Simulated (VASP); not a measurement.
Wanted: the native input for a VASP 6.6.1 run.

```
Task                   : single point
Functional             : PBE
Potentials or basis    : VASP PAW PBE potentials, release 64 (In_d, Ru_pv)
Cutoff                 : 520 eV
k mesh                 : 4 × 4 × 4
Occupations            : gaussian, width 0.2 eV
Spin                   : no spin polarisation
Dipole correction      : no
Further INCAR settings : ALGO = Fast; EDIFF = 1e-06; NBANDS = 41
```

The structure of In4Ru lies in POSCAR:

```
In4Ru
1.0
   -3.1454691813      3.1454691813      3.1454691813
    3.1454691813     -3.1454691813      3.1454691813
    3.1454691813      3.1454691813     -3.1454691813
In Ru
4 1
Direct
    0.0000000000      0.0000000000      0.5000000000
    0.0000000000      0.5000000000      0.0000000000
    0.5000000000      0.0000000000      0.0000000000
    0.5000000000      0.5000000000      0.5000000000
    0.0000000000      0.0000000000      0.0000000000
```

These files were run (other wordings do the same):

INCAR

```
PREC = Accurate
ENCUT = 520
EDIFF = 1E-6
ISMEAR = 0
SIGMA = 0.2
LREAL = F
LASPH = T
NELM = 100
ALGO = Fast
ISIF = 2
LWAVE = F
LCHARG = F
GGA = PE
NBANDS = 41
```

KPOINTS

```
Automatic mesh
0
Gamma
  4 4 4
```

Potentials or basis: VASP PAW PBE potentials, release 64 (In_d, Ru_pv).

Launch:

```bash
$ cat potpaw_PBE.64/In_d/POTCAR potpaw_PBE.64/Ru_pv/POTCAR > POTCAR
$ mpirun -np 1 vasp_std > vasp.out
```

Results of the run:

| Property | Result |
| --- | --- |
| Pressure | -0.5 GPa |
| Band gap on the k mesh | zero (band 33 reaches 9.96 eV, above the bottom of band 34 at 6.59 eV) |

Caveat: spin-orbit coupling is left out, which moves the levels of the heavy elements.

It took 51 s on 1 thread of AMD EPYC 9R14 (Zen 4), on a shared host, peak memory 0.23 GiB.
